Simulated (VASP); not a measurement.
Set up this calculation in VASP 6.6.1, as the native input.

```
Task                   : single point
Functional             : PBEsol
Dispersion             : D3(BJ)
Potentials or basis    : VASP PAW PBE potentials, release 64 (N, B)
Cutoff                 : 520 eV
k mesh                 : 13 × 13 × 13
Occupations            : fermi-dirac, width 0.05 eV
Spin                   : no spin polarisation
Dipole correction      : no
Further INCAR settings : ALGO = Normal; EDIFF = 1e-07; NBANDS = 11
```

The structure of BN lies in POSCAR:

```
BN
1.0
    0.0000000000      1.7965970244      1.7965970244
    1.7965970244      0.0000000000      1.7965970244
    1.7965970244      1.7965970244      0.0000000000
N B
1 1
Direct
    0.2500000000      0.2500000000      0.2500000000
    0.0000000000      0.0000000000      0.0000000000
```

These files were run (other wordings do the same):

INCAR

```
SYSTEM = BN
PREC     = Accurate       ! precision mode
ENCUT    = 520            ! plane-wave cutoff, eV
EDIFF    = 1E-7           ! SCF threshold, eV
ISMEAR   = -1             ! smearing method
SIGMA    = 0.05           ! smearing width, eV
LREAL    = .FALSE.        ! projectors in reciprocal space
LASPH    = .TRUE.         ! aspherical terms in the spheres
NELM     = 100            ! most SCF steps
ALGO     = Normal         ! electronic algorithm
ISIF     = 2              ! what is computed and relaxed
LWAVE    = .FALSE.        ! write WAVECAR
LCHARG   = .TRUE.         ! write CHGCAR
GGA      = PS             ! functional
IVDW     = 12             ! dispersion correction
LELF     = .TRUE.         ! ELF
LVHAR    = .TRUE.       
NBANDS   = 11             ! bands
```

KPOINTS

```
regular mesh
0
G
  13 13 13
  0 0 0
```

Potentials or basis: VASP PAW PBE potentials, release 64 (N, B).

Launch:

```console
$ cat potpaw_PBE.64/N/POTCAR potpaw_PBE.64/B/POTCAR > POTCAR
$ mpirun -np 1 vasp_std > vasp.out
```

It gave:

```
Pressure                   : 0.6 GPa
Band gap on the k mesh     : 4.37 eV, indirect (least direct gap 8.85 eV)
Dispersion energy per atom : -0.147 eV
```

Caveat: the PAW data sets were made with another functional, which shifts forces and pressure a little.

Run time: 14 s on 1 thread of AMD EPYC 7R43 64-Core Processor (Zen 3) (shared host), peak memory 0.1 GiB.
